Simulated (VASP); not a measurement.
A run of VASP 6.6.1:

File INCAR:

```
SYSTEM = Ti
PREC     = Accurate       ! precision mode
ENCUT    = 520            ! plane-wave cutoff, eV
EDIFF    = 1E-7           ! SCF threshold, eV
ISMEAR   = 0              ! smearing method
SIGMA    = 0.15           ! smearing width, eV
LREAL    = .FALSE.        ! projectors in reciprocal space
LASPH    = .TRUE.         ! aspherical terms in the spheres
NELM     = 80             ! most SCF steps
ALGO     = Fast           ! electronic algorithm
ISIF     = 2              ! what is computed and relaxed
LWAVE    = .FALSE.        ! write WAVECAR
LCHARG   = .FALSE.        ! write CHGCAR
GGA      = PE             ! functional
NBANDS   = 12             ! bands
```

KPOINTS

```
Automatic mesh
0
G
  22 22 22
  0 0 0
```

File POSCAR:

```
Ti
1.0
   -1.5744667369      1.5744667369      1.4611051319
    1.5744667369     -1.5744667369      1.4611051319
    1.5744667369      1.5744667369     -1.4611051319
Ti
1
Direct
    0.0000000000      0.0000000000      0.0000000000
```

Potentials or basis: VASP PAW PBE potentials, release 64 (Ti_sv).

Run with:

```bash
$ cat potpaw_PBE.64/Ti_sv/POTCAR > POTCAR
$ mpirun -np 1 vasp_std > vasp.out
```

Hardware: 1 thread of Intel(R) Xeon(R) 6975P-C (Granite Rapids), on a shared host.

Problem. How long does it take, and how much memory?

Solution. Wall time 110 s on 1 thread of Intel(R) Xeon(R) 6975P-C (Granite Rapids) (shared host), peak memory 0.25 GiB. Counts: scf iterations 30, k points 834.
